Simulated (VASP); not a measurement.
# Si4PI (P4/mmm) in VASP: a series of runs

The runs below take Si4PI through single point, with PBE.

Everything below comes from runs of VASP 6.6.1. Logs are shortened: lines on timing, memory, paths and dates and some standing lists are left out, and cuts for length are marked.

### Step 1. The cell of the first run

The structure is tetragonal, space group P4/mmm (No. 123). Conventional cell: a = 3.565 Å, b = 3.565 Å, c = 9.966 Å, α = 90.00°, β = 90.00°, γ = 90.00°. Within 3.3 Å of Si (site symmetry 2mm) lie 4 Si at 2.52 Å and 2 P at 2.56 Å. Within 3.4 Å of P (site symmetry 4/mmm) lie 8 Si at 2.56 Å. I (site symmetry 4/mmm) has 4 I at 3.56 Å and 8 Si at 3.62 Å within 4.7 Å.

The cell was generated, and may not be a known phase.

### Step 2. Single point, PBE

Contents of INCAR:

```
ALGO = Normal
EDIFF = 1E-6
ENCUT = 520
GGA = PE
ISIF = 2
ISMEAR = 0
LASPH = T
LCHARG = T
LELF = T
LREAL = F
LVHAR = T
LWAVE = F
NBANDS = 23
NELM = 100
PREC = Accurate
SIGMA = 0.1
```

Contents of KPOINTS:

```
k-points
0
Gamma
  4 4 4
```

Contents of POSCAR:

```
Si4PI
1.0
    3.5649758828      0.0000000000      0.0000000000
    0.0000000000      3.5649758828      0.0000000000
    0.0000000000      0.0000000000      9.9657314904
Si P I
4 1 1
Direct
    0.5000000000      0.0000000000      0.8159479310
    0.0000000000      0.5000000000      0.1840520690
    0.5000000000      0.0000000000      0.1840520690
    0.0000000000      0.5000000000      0.8159479310
    0.0000000000      0.0000000000      0.0000000000
    0.5000000000      0.5000000000      0.5000000000
```

Potentials or basis: VASP PAW PBE potentials, release 64 (Si, P, I).

The run is started by

```sh
> cat potpaw_PBE.64/Si/POTCAR potpaw_PBE.64/P/POTCAR potpaw_PBE.64/I/POTCAR > POTCAR
> mpirun -np 1 vasp_std > vasp.out
```

OUTCAR:

```text
EDIFF = 1E-6
   ENCUT = 520
   GGA = PE
   ISIF = 2
   ISMEAR = 0
   LASPH = T
   LREAL = F
   NELM = 100
   PREC = Accurate

 ion  position               nearest neighbor table
   1  0.500  0.000  0.816-   4 2.52   4 2.52   4 2.52   4 2.52   5 2.56   5 2.56
   2  0.000  0.500  0.184-   3 2.52   3 2.52   3 2.52   3 2.52   5 2.56   5 2.56
   3  0.500  0.000  0.184-   2 2.52   2 2.52   2 2.52   2 2.52   5 2.56   5 2.56
   4  0.000  0.500  0.816-   1 2.52   1 2.52   1 2.52   1 2.52   5 2.56   5 2.56
   5  0.000  0.000  0.000-   1 2.56   2 2.56   3 2.56   4 2.56   2 2.56   4 2.56   1 2.56   3 2.56

   6  0.500  0.500  0.500-

  LATTYP: Found a simple tetragonal cell.
 ALAT       =     3.5649758828
 C/A-ratio  =     2.7954555144

  Lattice vectors:

 A1 = (   3.5649758828,   0.0000000000,   0.0000000000)
 A2 = (   0.0000000000,   3.5649758828,   0.0000000000)
 A3 = (   0.0000000000,   0.0000000000,   9.9657314904)

Analysis of symmetry for initial positions (statically):
=====================================================================
 Subroutine PRICEL returns:
 Original cell was already a primitive cell.

 Routine SETGRP: Setting up the symmetry group for a
 simple tetragonal supercell.

 Subroutine GETGRP returns: Found 16 space group operations
 (whereof 16 operations were pure point group operations)
 out of a pool of 16 trial point group operations.

The static configuration has the point symmetry D_4h.

Analysis of symmetry for dynamics (positions and initial velocities):
=====================================================================
 Subroutine PRICEL returns:
 Original cell was already a primitive cell.

 Routine SETGRP: Setting up the symmetry group for a
 simple tetragonal supercell.

 Subroutine GETGRP returns: Found 16 space group operations
 (whereof 16 operations were pure point group operations)
 out of a pool of 16 trial point group operations.

The dynamic configuration has the point symmetry D_4h.

 Subroutine INISYM returns: Found 16 space group operations
 (whereof 16 operations are pure point group operations),
 and found     1 'primitive' translations

----------------------------------------------------------------------------------------

                                     Primitive cell

  volume of cell :     126.6550

  direct lattice vectors                    reciprocal lattice vectors
     3.564975883  0.000000000  0.000000000     0.280506806  0.000000000  0.000000000
     0.000000000  3.564975883  0.000000000     0.000000000  0.280506806  0.000000000
     0.000000000  0.000000000  9.965731490     0.000000000  0.000000000  0.100343863

  length of vectors
     3.564975883  3.564975883  9.965731490     0.280506806  0.280506806  0.100343863

  position of ions in fractional coordinates (direct lattice)
     0.500000000  0.000000000  0.815947931
     0.000000000  0.500000000  0.184052069
     0.500000000  0.000000000  0.184052069
     0.000000000  0.500000000  0.815947931
     0.000000000  0.000000000  0.000000000
     0.500000000  0.500000000  0.500000000

  ion indices of the primitive-cell ions
   primitive index   ion index
                 1           1
                 2           2
                 3           3
                 4           4
                 5           5
                 6           6

----------------------------------------------------------------------------------------

 KPOINTS: k-points

Automatic generation of k-mesh.
 Grid dimensions read from file:
 generate k-points for:    4    4    4

 Generating k-lattice:

  Cartesian coordinates                     Fractional coordinates (reciprocal lattice)
     0.070126702  0.000000000  0.000000000     0.250000000  0.000000000  0.000000000
     0.000000000  0.070126702  0.000000000     0.000000000  0.250000000  0.000000000
     0.000000000  0.000000000  0.025085966     0.000000000  0.000000000  0.250000000

  Length of vectors
     0.070126702  0.070126702  0.025085966

  Shift w.r.t. Gamma in fractional coordinates (k-lattice)
     0.000000000  0.000000000  0.000000000

 Subroutine IBZKPT returns following result:
 ===========================================

 Found     18 irreducible k-points:

 Following reciprocal coordinates:
            Coordinates               Weight
  0.000000  0.000000  0.000000      1.000000
  0.250000  0.000000  0.000000      4.000000
  0.500000  0.000000  0.000000      2.000000
  0.250000  0.250000  0.000000      4.000000
  0.500000  0.250000  0.000000      4.000000
  0.500000  0.500000  0.000000      1.000000
[... 10 lines left out ...]
  0.500000  0.250000  0.500000      4.000000
  0.500000  0.500000  0.500000      1.000000
   k-points           NKPTS =     18   k-points in BZ     NKDIM =     18   number of bands    NBANDS=     23
   number of dos      NEDOS =    301   number of ions     NIONS =      6
   total plane-waves  NPLWV =  62720
   dimension x,y,z NGX =    28 NGY =   28 NGZ =   80
   dimension x,y,z NGXF=    56 NGYF=   56 NGZF=  160
   ions per type =               4   1   1
   NGX,Y,Z   is equivalent  to a cutoff of  13.06, 13.06, 13.35 a.u.
   NGXF,Y,Z  is equivalent  to a cutoff of  26.11, 26.11, 26.69 a.u.
 SYSTEM =  unknown system
   PREC   = accura    normal or accurate (medium, high low for compatibility)
   ISTART =      0    job   : 0-new  1-cont  2-samecut
   ICHARG =      2    charge: 1-file 2-atom 10-const
   ISPIN  =      1    spin polarized calculation?
   LNONCOLLINEAR =      F non collinear calculations
   LSORBIT =      F    spin-orbit coupling
   LASPH  =      T    aspherical Exc in radial PAW
   ENCUT  =  520.0 eV  38.22 Ry    6.18 a.u.   6.63  6.63 18.53*2*pi/ulx,y,z
   NELM   =    100;   NELMIN=  2; NELMDL= -5     # of ELM steps
   EDIFF  = 0.1E-05   stopping-criterion for ELM
   LREAL  =      F    real-space projection
   EDIFFG = 0.1E-04   stopping-criterion for IOM
   NSW    =      0    number of steps for IOM
   IBRION =     -1    ionic relax: 0-MD 1-quasi-New 2-CG
   NFREE  =      0    steps in history (QN), initial steepest desc. (CG)
   ISIF   =      2    stress and relaxation
   ISYM   =      2    0-nonsym 1-usesym 2-fastsym
   POTIM  = 0.5000    time-step for ionic-motion
   TEBEG  =    0.0;   TEEND  =   0.0 temperature during run
   PSTRESS=    0.0 pullay stress
   NELECT =      28.0000    total number of electrons
   NUPDOWN=      -1.0000    fix difference up-down
   EMIN   =  10.00;   EMAX   =-10.00  energy-range for DOS
   EFERMI =   0.00;   METHOD = LEGACY
   ISMEAR =     0;   SIGMA  =   0.10  broadening in eV -4-tet -1-fermi 0-gaus
   EFERMI_NEDOS =   21; number of points for ismear=-14 and -15
   IALGO  =     38    algorithm
   IMIX   =      4    mixing-type and parameters
     AMIX     =   0.40;   BMIX     =  1.00
     AMIX_MAG =   1.60;   BMIX_MAG =  1.00
  volume/ion in A,a.u.               =      21.11       142.45
  Fermi-wavevector in a.u.,A,eV,Ry     =   0.989889  1.870620 13.332093  0.979881
  Thomas-Fermi vector in A             =   2.121521
   LORBIT       =      0    0 simple, 1 ext, 2 COOP (PROOUT), +10 PAW based schemes
   GGA     = PE    functional components
   LHFCALC =     F    Hartree Fock is set to
   AEXX    =    0.0000 exact exchange contribution
   IVDW    =     0    specifies the selected vdW correction
   LEPSILON=     F    determine dielectric tensor
   LRPA    =     F    only Hartree local field effects (RPA)
 non-spin polarized calculation
 Gauss-broadening in eV      SIGMA  =   0.10
  energy-cutoff  :      520.00
  volume of cell :      126.66
 maximum number of plane-waves:      3454
 NGX is ok and might be reduce to    28
   NGX = 13   NGY = 13   NGZ = 37

 number of electron      28.0000001 magnetization

 Free energy of the ion-electron system (eV)
  ---------------------------------------------------
  ext. energy  EPLUGINS =         0.00000000
  ---------------------------------------------------
  free energy    TOTEN  =       -25.85798640 eV

  energy without entropy =      -25.83145682  energy(sigma->0) =      -25.84472161

 E-fermi :   6.4944     XC(G=0):  -9.7009

 val. band max:        6.4888616906   @ k =   0.2500   0.0000   0.2500
 cond. band min:       6.5284107984   @ k =   0.5000   0.0000   0.0000
 fundamental gap:      0.0395491078
 Fermi energy:         6.4943883514

 k-point     1 :       0.0000    0.0000    0.0000
  band No.  band energies     occupation
      1      -7.8879      2.00000
      2      -6.5291      2.00000
      3      -5.6477      2.00000
      4      -1.8386      2.00000
      5       1.2688      2.00000
      6       2.6693      2.00000
[... 15 lines left out ...]
     22      11.8933      0.00000
     23      13.1251      0.00000

 k-point     2 :       0.2500    0.0000    0.0000
  band No.  band energies     occupation
      1      -7.3170      2.00000
      2      -6.2123      2.00000
      3      -4.9630      2.00000
      4      -1.8529      2.00000
      5      -0.1045      2.00000
      6       0.4274      2.00000
[... 15 lines left out ...]
     22      10.7735      0.00000
     23      11.1570      0.00000

 k-point     3 :       0.5000    0.0000    0.0000
  band No.  band energies     occupation
      1      -6.3418      2.00000
      2      -5.8742      2.00000
      3      -3.3567      2.00000
      4      -3.3298      2.00000
      5      -2.3719      2.00000
      6       0.1330      2.00000
[... 15 lines left out ...]
     22       9.9502      0.00000
     23      11.6638      0.00000

 k-point     4 :       0.2500    0.2500    0.0000
  band No.  band energies     occupation
      1      -6.7523      2.00000
      2      -5.8969      2.00000
      3      -4.2819      2.00000
      4      -1.5166      2.00000
      5      -0.4944      2.00000
      6       1.0714      2.00000
[... 15 lines left out ...]
     22      11.8321      0.00000
     23      12.3425      0.00000

 k-point     5 :       0.5000    0.2500    0.0000
  band No.  band energies     occupation
      1      -5.7905      2.00000
      2      -5.5568      2.00000
      3      -2.7947      2.00000
      4      -2.6530      2.00000
      5      -1.7151      2.00000
      6      -0.1843      2.00000
[... 15 lines left out ...]
     22      11.8283      0.00000
     23      12.8916      0.00000

 k-point     6 :       0.5000    0.5000    0.0000
  band No.  band energies     occupation
      1      -5.1793      2.00000
      2      -4.8886      2.00000
      3      -1.8400      2.00000
      4      -1.8400      2.00000
      5      -0.9325      2.00000
      6      -0.2949      2.00000
[... 15 lines left out ...]
     22      12.5323      0.00000
     23      12.8285      0.00000

 k-point     7 :       0.0000    0.0000    0.2500
  band No.  band energies     occupation
      1      -7.8771      2.00000
      2      -6.6041      2.00000
      3      -5.5430      2.00000
      4      -1.9983      2.00000
      5       1.6935      2.00000
      6       2.6722      2.00000
[... 197 lines left out ...]
     22      11.0033      0.00000
     23      11.1354      0.00000

 k-point    15 :       0.5000    0.0000    0.5000
  band No.  band energies     occupation
      1      -6.3412      2.00000
      2      -5.8706      2.00000
      3      -3.4360      2.00000
      4      -3.3400      2.00000
      5      -2.2252      2.00000
      6       0.2867      2.00000
[... 15 lines left out ...]
     22       9.8885      0.00000
     23      13.0314      0.00000

 k-point    16 :       0.2500    0.2500    0.5000
  band No.  band energies     occupation
      1      -6.7298      2.00000
      2      -5.9617      2.00000
      3      -4.1765      2.00000
      4      -1.6788      2.00000
      5      -0.4872      2.00000
      6       1.0413      2.00000
[... 15 lines left out ...]
     22      11.5773      0.00000
     23      11.7788      0.00000

 k-point    17 :       0.5000    0.2500    0.5000
  band No.  band energies     occupation
      1      -5.7900      2.00000
      2      -5.5547      2.00000
      3      -2.8515      2.00000
      4      -2.6635      2.00000
      5      -1.5984      2.00000
      6      -0.1357      2.00000
[... 15 lines left out ...]
     22      11.7501      0.00000
     23      12.7083      0.00000

 k-point    18 :       0.5000    0.5000    0.5000
  band No.  band energies     occupation
      1      -5.1792      2.00000
      2      -4.8885      2.00000
      3      -1.8321      2.00000
      4      -1.8321      2.00000
      5      -0.9336      2.00000
      6      -0.3340      2.00000
[... 15 lines left out ...]
     22      11.3057      0.00000
     23      11.3695      0.00000

------------------------ aborting loop because EDIFF is reached ----------------------------------------

  FORCE on cell =-STRESS in cart. coord.  units (eV):
  Direction    XX          YY          ZZ          XY          YZ          ZX
  --------------------------------------------------------------------------------------
  -------------------------------------------------------------------------------------
  Total       -0.1397066     -0.1397066      0.1888037      0.0000000      0.0000000      0.0000000
  in kB       -1.7672795     -1.7672795      2.3883536      0.0000000      0.0000000      0.0000000
  external PRESSURE =      -0.3820685 kB  Pullay stress =       0.0000000 kB

 VOLUME and BASIS-vectors are now :
 -----------------------------------------------------------------------------
  energy-cutoff  :      520.00
  volume of cell :      126.66
      direct lattice vectors                 reciprocal lattice vectors
     3.564975883  0.000000000  0.000000000     0.280506806  0.000000000  0.000000000
     0.000000000  3.564975883  0.000000000     0.000000000  0.280506806  0.000000000
     0.000000000  0.000000000  9.965731490     0.000000000  0.000000000  0.100343863

 POSITION                                       TOTAL-FORCE (eV/Angst)
 -----------------------------------------------------------------------------------
      1.78249      0.00000      8.13152         0.000000     -0.000000     -0.004671
      0.00000      1.78249      1.83421        -0.000000     -0.000000      0.004671
      1.78249      0.00000      1.83421        -0.000000      0.000000      0.004671
      0.00000      1.78249      8.13152         0.000000      0.000000     -0.004671
      0.00000      0.00000      0.00000         0.000000      0.000000      0.000000
      1.78249      1.78249      4.98287         0.000000      0.000000      0.000000
 -----------------------------------------------------------------------------------
    total drift:                               -0.000000      0.000000     -0.000000

  FREE ENERGIE OF THE ION-ELECTRON SYSTEM (eV)
  ---------------------------------------------------
  free  energy   TOTEN  =       -25.8579863951 eV

  energy  without entropy=      -25.8314568163  energy(sigma->0) =      -25.84472161
```

Wall time 58 s (1 thread of Oxide Virtual Turin-like, shared host); peak memory 0.21 GiB.

Results:

```yaml
Free_energy: -25.8580 eV
Pressure: 0.0 GPa
Largest_force: 0.005 eV/Å
Band_gap_on_the_k_mesh: zero (bands 14 and 15 overlap by 2.36 eV)
```

Forces on the atoms (eV/Å):
```
Si   0.000  0.000 -0.005
Si   0.000  0.000  0.005
Si   0.000  0.000  0.005
Si   0.000  0.000 -0.005
P    0.000  0.000  0.000
I    0.000  0.000  0.000
```

Levels at points of the mesh, in eV from the Fermi level:
```
           k point  band 10  band 11  band 12  band 13  band 14  band 15  band 16  band 17  band 18  band 19
(0.00, 0.00, 0.00)    -1.95    -1.46    -0.50    -0.49    -0.34    -0.34     1.36     1.53     1.53     2.03
(0.50, 0.00, 0.00)    -2.55    -2.44     0.03     0.10     0.62     0.72     0.91     1.19     2.37     2.66
(0.50, 0.50, 0.00)    -3.83    -3.83    -3.25    -2.10    -2.10    -1.49     0.57     0.57     0.75     2.00
(0.00, 0.00, 0.50)    -2.14    -1.94    -0.51    -0.18    -0.18    -0.03     1.14     1.35     1.35     2.85
(0.50, 0.00, 0.50)    -1.71    -1.51    -0.32     0.09     0.13     0.43     0.54     1.13     2.37     2.64
(0.50, 0.50, 0.50)    -3.36    -3.36    -3.23    -2.83    -2.83    -1.74     0.62     1.23     1.23     2.82
```

Caveat: the k points lie up to 0.44 Å⁻¹ apart, too coarse for converged energies and pressures of a metal; spin-orbit coupling is left out, which moves the levels of the heavy elements.

### Step 3. Single point, PBE

This run uses another cell than the first one, of 20.67 Å³/atom.

Contents of INCAR:

```
SYSTEM = Si4PI
PREC = Accurate ; ENCUT = 520
EDIFF = 1E-7 ; ISMEAR = 0
SIGMA = 0.1 ; LREAL = .FALSE.
LASPH = .TRUE. ; NELM = 60
ALGO = Normal ; ISIF = 2
LWAVE = .FALSE. ; LCHARG = .FALSE.
GGA = PE ; NBANDS = 23
```

Contents of KPOINTS:

```
regular mesh
0
G
  6 6 2
  0 0 0
```

Contents of POSCAR:

```
Si4PI
1.0
    3.4900991681      0.0000000000      0.0000000000
    0.0000000000      3.4900991681      0.0000000000
    0.0000000000      0.0000000000     10.1812117573
Si P I
4 1 1
Direct
    0.5000000000      0.0000000000      0.8079151147
    0.0000000000      0.5000000000      0.1920848853
    0.5000000000      0.0000000000      0.1920848853
    0.0000000000      0.5000000000      0.8079151147
    0.0000000000      0.0000000000      0.0000000000
    0.5000000000      0.5000000000      0.5000000000
```

Potentials or basis: VASP PAW PBE potentials, release 64 (Si, P, I).

The run is started by

```sh
> cat potpaw_PBE.64/Si/POTCAR potpaw_PBE.64/P/POTCAR potpaw_PBE.64/I/POTCAR > POTCAR
> mpirun -np 1 vasp_std > vasp.out
```

Wall time 84 s (1 thread of Oxide Virtual Turin-like, shared host); peak memory 0.23 GiB.

It converged, with:

```yaml
Free_energy: -26.0145 eV
Pressure: 0.0 GPa
Largest_force: 0.017 eV/Å
Band_gap_on_the_k_mesh: zero (bands 14 and 15 overlap by 2.75 eV)
```

Forces on the atoms (eV/Å):
```
Si   0.000  0.000 -0.017
Si   0.000  0.000  0.017
Si   0.000  0.000  0.017
Si   0.000  0.000 -0.017
P    0.000  0.000  0.000
I    0.000  0.000  0.000
```

Levels at points of the mesh, in eV from the Fermi level:
| k point | band 11 | band 12 | band 13 | band 14 | band 15 | band 16 | band 17 | band 18 |
| --- | --- | --- | --- | --- | --- | --- | --- | --- |
| (0.00, 0.00, 0.00) | -0.95 | -0.29 | -0.19 | -0.19 | 0.20 | 1.63 | 1.68 | 1.68 |
| (0.50, 0.00, 0.00) | -1.58 | 0.33 | 0.64 | 1.11 | 1.17 | 1.29 | 1.55 | 2.75 |
| (0.50, 0.50, 0.00) | -3.88 | -3.52 | -2.06 | -2.06 | -1.45 | 0.51 | 0.62 | 0.62 |
| (0.00, 0.00, 0.50) | -0.95 | -0.04 | -0.04 | 0.18 | 0.51 | 1.42 | 1.51 | 1.51 |
| (0.50, 0.00, 0.50) | -1.58 | -0.42 | 0.36 | 0.64 | 0.96 | 1.27 | 1.47 | 2.32 |
| (0.50, 0.50, 0.50) | -3.52 | -3.51 | -2.65 | -2.65 | -1.64 | 0.40 | 1.26 | 1.26 |

Caveat: spin-orbit coupling is left out, which moves the levels of the heavy elements.

[end of part 1 of 2]

The gap in the log of VASP goes by the Fermi energy; the results here count the filled bands.